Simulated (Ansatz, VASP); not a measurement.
# One calculation of Cu3Pd, two programs

```xyz
4
Lattice="3.7215 0.0000 0.0000 0.0000 3.7215 0.0000 0.0000 0.0000 3.6832" Properties=species:S:1:pos:R:3 pbc="T T T"
Cu    0.0000    1.8607    1.8416
Cu    1.8607    0.0000    1.8416
Cu    1.8607    1.8607    0.0000
Pd    0.0000    0.0000    0.0000
```

Change from the starting cell: volume scaled by 1.02, crystal datasets.

Alike in both runs: task electric field gradients; functional PBEsol; k mesh 11 × 11 × 11; occupations fermi-dirac, width 0.05 eV; no spin polarisation.

```csv
,VASP,Ansatz
version,VASP 6.6.1,Ansatz 0.2.0
potentials or method,"VASP PAW PBE potentials, release 64 (Cu, Pd), cutoff 520 eV","all-electron PAW with datasets made for the crystal, scalar-relativistic"
```

|  | VASP | Ansatz | Ansatz less VASP |
| --- | --- | --- | --- |
| pressure (GPa) | -6.5 | -7.0 | -0.42 |
| traceless stress, the component that is largest in VASP (GPa) | 0.37 | 0.37 | +0.002 |
| size of Vzz on the site where it differs most (V/Å²) | 25.9 | 25.0 | -0.89 |

VASP's potentials were made for PBE, not for PBEsol. Ansatz ran all-electron here, and VASP with PAW potentials.
